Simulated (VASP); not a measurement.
LuGe3O: single point with PBE

Crystal: LuGe3O.

```
Lu Ge O
1.0
     4.54803    0.00000    0.00000
     0.00000    4.54803    0.00000
     0.00000    0.00000    4.30540
Lu Ge O
1 3 1
Direct
  0.00000 0.00000 0.02080
  0.00000 0.50000 0.50036
  0.50000 0.00000 0.50036
  0.50000 0.50000 0.09513
  0.50000 0.50000 0.65595
```

| Quantity | Value |
| --- | --- |
| Program | VASP 6.6.1 |
| Task | single point |
| Functional | PBE |
| Potentials or basis | VASP PAW PBE potentials, release 64 (Lu, Ge_d, O) |
| Cutoff | 520 eV |
| k mesh | 4 × 4 × 4 |
| Occupations | gaussian, width 0.1 eV |
| Spin | no spin polarisation |

```json
{"Pressure": "0.1 GPa", "Largest force": "0.032 eV/Å"}
```

Forces on the atoms (eV/Å):
```
Lu   0.000  0.000 -0.002
Ge   0.000  0.000 -0.004
Ge   0.000  0.000 -0.004
Ge   0.000  0.000  0.032
O    0.000  0.000 -0.021
```

Stress tensor (GPa, compression positive):
```
0.07 0.00 0.00
0.00 0.07 0.00
0.00 0.00 0.21
```

Levels at points of the mesh, in eV from the Fermi level:
```
           k point  band 33  band 34  band 35  band 36  band 37  band 38  band 39  band 40
(0.00, 0.00, 0.00)    -5.02    -0.58    -0.58     0.14     1.73     1.73     1.78     1.78
(0.50, 0.00, 0.00)    -3.23    -1.96    -0.67    -0.60    -0.47    -0.41     0.77     2.26
(0.50, 0.50, 0.00)    -3.14    -3.14    -0.55    -0.55     1.05     1.05     2.03     2.04
(0.00, 0.00, 0.50)    -3.56    -2.09    -2.00    -2.00     0.23     0.23     0.39     2.12
(0.50, 0.00, 0.50)    -2.50    -1.91    -1.67    -1.61     0.16     0.33     2.02     2.06
(0.50, 0.50, 0.50)    -3.57    -1.96    -1.10    -1.10    -0.12     0.15     3.08     3.60
```

It took 34 s on 1 thread of Intel(R) Xeon(R) 6975P-C (Granite Rapids), on a shared host, peak memory 0.23 GiB.

Caveat: the k points lie up to 0.36 Å⁻¹ apart; spin-orbit coupling is left out, which moves the levels of the heavy elements; an odd number of electrons without spin polarisation forces a metal; a magnetic or distorted state may lie lower.
